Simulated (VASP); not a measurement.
# Ti3SiN3 in VASP: further runs, part 3 of 3

VASP 6.6.1. Earlier steps stand in the parts before.

### Step 4. Single point, PBE

INCAR reads:

```
SYSTEM = Ti3SiN3
ALGO = Normal ; DIPOL = 0.5 0.5 0.341
EDIFF = 1E-6 ; ENCUT = 520
GGA = PE ; IDIPOL = 3
ISIF = 2 ; ISMEAR = 0
LASPH = .True. ; LCHARG = .False.
LDIPOL = .True. ; LREAL = .False.
LWAVE = .False. ; NBANDS = 36
NELM = 60 ; PREC = Accurate
SIGMA = 0.1
```

KPOINTS reads:

```
k-points
0
Gamma
  9 9 1
  0 0 0
```

POSCAR reads:

```
Ti3SiN3
1.0
    3.0028555065      0.0000000000      0.0000000000
    0.0000000000      3.0028555065      0.0000000000
    0.0000000000      0.0000000000     19.7584945265
Ti N Si
3 3 1
Direct
    0.5000000000      0.5000000000      0.2024445736
    0.0000000000      0.0000000000      0.3072496201
    0.5000000000      0.5000000000      0.4076776418
    0.0000000000      0.0000000000      0.2024445736
    0.5000000000      0.5000000000      0.3055678856
    0.0000000000      0.0000000000      0.4179718508
    0.2500000000      0.5000000000      0.5460117493
```

Potentials or basis: VASP PAW PBE potentials, release 64 (Ti_sv, N, Si).

Run with:

```
cat potpaw_PBE.64/Ti_sv/POTCAR potpaw_PBE.64/N/POTCAR potpaw_PBE.64/Si/POTCAR > POTCAR
mpirun -np 1 vasp_std > vasp.out
```

OUTCAR:

```text
SYSTEM = Ti3SiN3
   EDIFF = 1E-6
   ENCUT = 520
   GGA = PE
   ISIF = 2
   ISMEAR = 0
   LASPH = .True.
   LREAL = .False.
   NELM = 60
   PREC = Accurate

 ion  position               nearest neighbor table
   1  0.500  0.500  0.202-   5 2.04   4 2.12   4 2.12   4 2.12   4 2.12
   2  0.000  0.000  0.307-   4 2.07   5 2.12   5 2.12   5 2.12   5 2.12   6 2.19   3 2.91   3 2.91
                             3 2.91   3 2.91
   3  0.500  0.500  0.408-   5 2.02   6 2.13   6 2.13   6 2.13   6 2.13   7 2.83   2 2.91   2 2.91
                             2 2.91   2 2.91
   4  0.000  0.000  0.202-   2 2.07   1 2.12   1 2.12   1 2.12   1 2.12
   5  0.500  0.500  0.306-   3 2.02   1 2.04   2 2.12   2 2.12   2 2.12   2 2.12
   6  0.000  0.000  0.418-   3 2.13   3 2.13   3 2.13   3 2.13   2 2.19
   7  0.250  0.500  0.546-   3 2.83

  LATTYP: Found a simple tetragonal cell.
 ALAT       =     3.0028555065
 C/A-ratio  =     6.5799018580

  Lattice vectors:

 A1 = (   3.0028555065,   0.0000000000,   0.0000000000)
 A2 = (   0.0000000000,   3.0028555065,   0.0000000000)
 A3 = (   0.0000000000,   0.0000000000,  19.7584945265)

Analysis of symmetry for initial positions (statically):
=====================================================================
 Subroutine PRICEL returns:
 Original cell was already a primitive cell.

 Routine SETGRP: Setting up the symmetry group for a
 simple tetragonal supercell.

 Subroutine GETGRP returns: Found  2 space group operations
 (whereof  2 operations were pure point group operations)
 out of a pool of 16 trial point group operations.

The static configuration has the point symmetry C_1h.

Analysis of symmetry for dynamics (positions and initial velocities):
=====================================================================
 Subroutine PRICEL returns:
 Original cell was already a primitive cell.

 Routine SETGRP: Setting up the symmetry group for a
 simple tetragonal supercell.

 Subroutine GETGRP returns: Found  2 space group operations
 (whereof  2 operations were pure point group operations)
 out of a pool of 16 trial point group operations.

The dynamic configuration has the point symmetry C_1h.

 Subroutine INISYM returns: Found  2 space group operations
 (whereof  2 operations are pure point group operations),
 and found     1 'primitive' translations

----------------------------------------------------------------------------------------

                                     Primitive cell

  volume of cell :     178.1651

  direct lattice vectors                    reciprocal lattice vectors
     3.002855506  0.000000000  0.000000000     0.333016357  0.000000000  0.000000000
     0.000000000  3.002855506  0.000000000     0.000000000  0.333016357  0.000000000
     0.000000000  0.000000000 19.758494527     0.000000000  0.000000000  0.050611143

  length of vectors
     3.002855506  3.002855506 19.758494527     0.333016357  0.333016357  0.050611143

  position of ions in fractional coordinates (direct lattice)
     0.500000000  0.500000000  0.202444574
[... 68 lines left out ...]
 -0.333333  0.444444  0.000000      4.000000
   k-points           NKPTS =     25   k-points in BZ     NKDIM =     25   number of bands    NBANDS=     36
   number of dos      NEDOS =    301   number of ions     NIONS =      7
   total plane-waves  NPLWV =  86400
   dimension x,y,z NGX =    24 NGY =   24 NGZ =  150
   dimension x,y,z NGXF=    48 NGYF=   48 NGZF=  300
   ions per type =               3   3   1
   NGX,Y,Z   is equivalent  to a cutoff of  13.29, 13.29, 12.62 a.u.
   NGXF,Y,Z  is equivalent  to a cutoff of  26.57, 26.57, 25.24 a.u.
 SYSTEM =  Ti3SiN3
   PREC   = accura    normal or accurate (medium, high low for compatibility)
   ISTART =      0    job   : 0-new  1-cont  2-samecut
   ICHARG =      2    charge: 1-file 2-atom 10-const
   ISPIN  =      1    spin polarized calculation?
   LNONCOLLINEAR =      F non collinear calculations
   LSORBIT =      F    spin-orbit coupling
   LASPH  =      T    aspherical Exc in radial PAW
   ENCUT  =  520.0 eV  38.22 Ry    6.18 a.u.   5.58  5.58 36.74*2*pi/ulx,y,z
   NELM   =     60;   NELMIN=  2; NELMDL= -5     # of ELM steps
   EDIFF  = 0.1E-05   stopping-criterion for ELM
   LREAL  =      F    real-space projection
   EDIFFG = 0.1E-04   stopping-criterion for IOM
   NSW    =      0    number of steps for IOM
   IBRION =     -1    ionic relax: 0-MD 1-quasi-New 2-CG
   NFREE  =      0    steps in history (QN), initial steepest desc. (CG)
   ISIF   =      2    stress and relaxation
   ISYM   =      2    0-nonsym 1-usesym 2-fastsym
   POTIM  = 0.5000    time-step for ionic-motion
   TEBEG  =    0.0;   TEEND  =   0.0 temperature during run
   PSTRESS=    0.0 pullay stress
   NELECT =      55.0000    total number of electrons
   NUPDOWN=      -1.0000    fix difference up-down
   EMIN   =  10.00;   EMAX   =-10.00  energy-range for DOS
   EFERMI =   0.00;   METHOD = LEGACY
   ISMEAR =     0;   SIGMA  =   0.10  broadening in eV -4-tet -1-fermi 0-gaus
   EFERMI_NEDOS =   21; number of points for ismear=-14 and -15
   IALGO  =     38    algorithm
   IMIX   =      4    mixing-type and parameters
     AMIX     =   0.40;   BMIX     =  1.00
     AMIX_MAG =   1.60;   BMIX_MAG =  1.00
  volume/ion in A,a.u.               =      25.45       171.76
  Fermi-wavevector in a.u.,A,eV,Ry     =   1.106424  2.090838 16.655892  1.224174
  Thomas-Fermi vector in A             =   2.242924
   LORBIT       =      0    0 simple, 1 ext, 2 COOP (PROOUT), +10 PAW based schemes
   GGA     = PE    functional components
   LHFCALC =     F    Hartree Fock is set to
   AEXX    =    0.0000 exact exchange contribution
   IVDW    =     0    specifies the selected vdW correction
   LEPSILON=     F    determine dielectric tensor
   LRPA    =     F    only Hartree local field effects (RPA)
 non-spin polarized calculation
 Gauss-broadening in eV      SIGMA  =   0.10
  energy-cutoff  :      520.00
  volume of cell :      178.17
 maximum number of plane-waves:      4826
 NGX is ok and might be reduce to    24
   NGX = 11   NGY = 11   NGZ = 73

 dipolmoment           0.000000      0.000000     -0.637482 electrons x Angstroem

 number of electron      54.9999999 magnetization

 dipolmoment           0.000000      0.000000      0.118255 electrons x Angstroem

 Free energy of the ion-electron system (eV)
  ---------------------------------------------------
  ext. energy  EPLUGINS =         0.00000000
  ---------------------------------------------------
  free energy    TOTEN  =       -61.24009848 eV

  energy without entropy =      -61.22552645  energy(sigma->0) =      -61.23281247

 E-fermi :   2.3730     XC(G=0):  -6.3209

 val. band max:        2.3629018123   @ k =   0.4444   0.1111   0.0000
 cond. band min:       2.4533358125   @ k =  -0.1111   0.3333   0.0000
 fundamental gap:      0.0904340002
 Fermi energy:         2.3730221149

 k-point     1 :       0.0000    0.0000    0.0000
  band No.  band energies     occupation
      1     -55.5802      2.00000
      2     -55.2396      2.00000
      3     -55.1472      2.00000
      4     -32.0440      2.00000
      5     -31.6637      2.00000
      6     -31.6523      2.00000
[... 925 lines left out ...]
     35       4.7388      0.00000
     36       4.7821      0.00000

 [... further k-points ...]

------------------------ aborting loop because EDIFF is reached ----------------------------------------

 vacuum level on the upper side and lower side of the slab       (xc-potential included)         0.904        -1.332

  FORCE on cell =-STRESS in cart. coord.  units (eV):
  Direction    XX          YY          ZZ          XY          YZ          ZX
  --------------------------------------------------------------------------------------
  -------------------------------------------------------------------------------------
  Total       -6.8565842     -6.4514726      0.9826523      0.0000000      0.0000000     -0.4001469
  in kB      -61.6588860    -58.0158581      8.8366516      0.0000000      0.0000000     -3.5983822
  external PRESSURE =     -36.9460308 kB  Pullay stress =       0.0000000 kB

 VOLUME and BASIS-vectors are now :
 -----------------------------------------------------------------------------
  energy-cutoff  :      520.00
  volume of cell :      178.17
      direct lattice vectors                 reciprocal lattice vectors
     3.002855506  0.000000000  0.000000000     0.333016357  0.000000000  0.000000000
     0.000000000  3.002855506  0.000000000     0.000000000  0.333016357  0.000000000
     0.000000000  0.000000000 19.758494527     0.000000000  0.000000000  0.050611143

 POSITION                                       TOTAL-FORCE (eV/Angst)
 -----------------------------------------------------------------------------------
      1.50143      1.50143      4.00000        -0.020392      0.000000      1.557381
      0.00000      0.00000      6.07079         0.064429      0.000000     -0.130202
      1.50143      1.50143      8.05510         0.239770      0.000000      1.509592
      0.00000      0.00000      4.00000         0.001287      0.000000     -1.658181
      1.50143      1.50143      6.03756        -0.064651      0.000000     -0.272992
      0.00000      0.00000      8.25849        -0.048226      0.000000     -1.013468
      0.75071      1.50143     10.78837        -0.172216      0.000000      0.007870
 -----------------------------------------------------------------------------------
    total drift:                               -0.000077     -0.000000      0.000526

  FREE ENERGIE OF THE ION-ELECTRON SYSTEM (eV)
  ---------------------------------------------------
  free  energy   TOTEN  =       -61.2400984811 eV

  energy  without entropy=      -61.2255264493  energy(sigma->0) =      -61.23281247

 vacuum level on the upper side and lower side of the slab         6.905         4.593
```

It took 7.8 min on 1 thread of Intel Xeon Platinum 8488C (Sapphire Rapids), shared host; peak memory 0.35 GiB.

Results:

- Free energy: -61.2401 eV
- Largest force: 1.658 eV/Å

Forces on the atoms (eV/Å):
```
Ti  -0.020  0.000  1.557
Ti   0.064  0.000 -0.130
Ti   0.240  0.000  1.510
N    0.001  0.000 -1.658
N   -0.065  0.000 -0.273
N   -0.048  0.000 -1.013
Si  -0.172  0.000  0.008
```
